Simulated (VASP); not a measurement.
**Ag: single point with PBE**

Crystal: Ag.

```
Ag
1.0
     0.00000    3.18971    3.18971
     3.18971    0.00000    3.18971
     3.18971    3.18971    0.00000
Ag
3
Direct
  0.25000 0.25000 0.25000
  0.75000 0.75000 0.75000
  0.00000 0.00000 0.00000
```

```yaml
Program: VASP 6.6.1
Task: single point
Functional: PBE
Potentials_or_basis: VASP PAW PBE potentials, release 64 (Ag)
Cutoff: 520 eV
k_mesh: 12 × 12 × 12
Occupations: gaussian, width 0.1 eV
Spin: no spin polarisation
Dipole_correction: no
Further_INCAR_settings: ALGO = Normal; EDIFF = 1e-06; NBANDS = 24
```

| Quantity | Value |
| --- | --- |
| Pressure | -0.1 GPa |

Levels at points of the mesh, in eV from the Fermi level:
| k point | band 14 | band 15 | band 16 | band 17 | band 18 | band 19 |
| --- | --- | --- | --- | --- | --- | --- |
| (0.00, 0.00, 0.00) | -2.97 | -2.95 | -2.95 | 6.55 | 6.55 | 6.55 |
| (0.50, 0.00, 0.00) | -2.82 | -2.82 | -2.42 | -1.56 | 5.18 | 5.18 |
| (0.50, 0.50, 0.00) | -2.69 | -2.69 | -1.06 | -0.85 | 1.57 | 1.57 |

Wall time 44 s on 1 thread of Intel(R) Xeon(R) 6975P-C (Granite Rapids), on a shared host, peak memory 0.25 GiB.
